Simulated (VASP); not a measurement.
Input of a VASP 6.6.1 run:

POSCAR

```
AlN
1.0
    3.1377606977      0.0000000000      0.0000000000
   -1.5688803489      2.7173804752      0.0000000000
    0.0000000000      0.0000000000      5.0283774674
Al N
2 2
Direct
    0.3333333333      0.6666666667     -0.0032059052
    0.6666666667      0.3333333333      0.4967940948
    0.3333333333      0.6666666667      0.3782059052
    0.6666666667      0.3333333333      0.8782059052
```

INCAR.step1

```
PREC = Accurate
ENCUT = 520
ISMEAR = 0
SIGMA = 0.01
LREAL = False
LASPH = True
NELM = 80
NBANDS = 16
GGA = PE
ALGO = Normal
EDIFF = 1E-4
LWAVE = True
LCHARG = False
```

File INCAR.step2:

```
PREC = Accurate
ENCUT = 520
EDIFF = 1E-7
ISMEAR = 0
SIGMA = 0.01
LREAL = False
LASPH = True
NELM = 80
ALGO = Normal
ISIF = 2
LWAVE = False
LCHARG = False
METAGGA = R2SCAN
LMIXTAU = True
NBANDS = 16
ISTART = 1
```

KPOINTS

```
regular mesh
0
Gamma
  12 12 6
```

Potentials or basis: VASP PAW PBE potentials, release 64 (Al, N).

Run with:

```console
$ cat potpaw_PBE.64/Al/POTCAR potpaw_PBE.64/N/POTCAR > POTCAR
$ cp INCAR.step1 INCAR
$ mpirun -np 1 vasp_std > vasp.out
$ cp INCAR.step2 INCAR
$ mpirun -np 1 vasp_std > vasp.out
```

**Question.** Predict the band gap on the k mesh.

**Answer.** 4.65 eV.

**Question.** What does it give for the pressure?

**Answer.** -6.3 GPa.

Stress tensor (GPa, compression positive):
```
-6.52  0.00  0.00
 0.00 -6.52  0.00
 0.00  0.00 -5.99
```

Caveat: the cell differs from its parent crystal (strain +1.0%); the cell stands under tension; the PAW data sets were made with another functional, which shifts forces and pressure a little. A k mesh can miss the band edges.
